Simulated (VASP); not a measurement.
Runs of VASP 6.6.1 on Al. The cells are those of the table. 

```tsv
cell	gap on the mesh (eV)	pressure (GPa)	largest force (eV/Å)
a = 2.802, b = 2.802, c = 9.211 Å, angles 83.6, 90.6, 109.5°, 4 atoms	none	(a)	0.81
a = 2.802, b = 2.802, c = 9.165 Å, angles 87.1, 89.4, 109.5°, 4 atoms	none	0.8	0.60
a = 2.802, b = 2.802, c = 9.154 Å, angles 88.2, 90.6, 109.5°, 4 atoms	none	0.1	0.16
a = 2.802, b = 2.802, c = 9.290 Å, angles 80.2, 91.7, 109.5°, 4 atoms	none	0.9	0.47
```

Alike in all rows: task single point; level PBE; potentials or basis VASP PAW PBE potentials, release 64 (Al); no spin polarisation; k mesh 16 × 16 × 5; cutoff (eV) 520; smearing gaussian 0.15 eV.

Problem. Estimate the missing entries.

Solution. (a) 1.3.

A gap of «none» marks levels without a gap at the run's occupations.
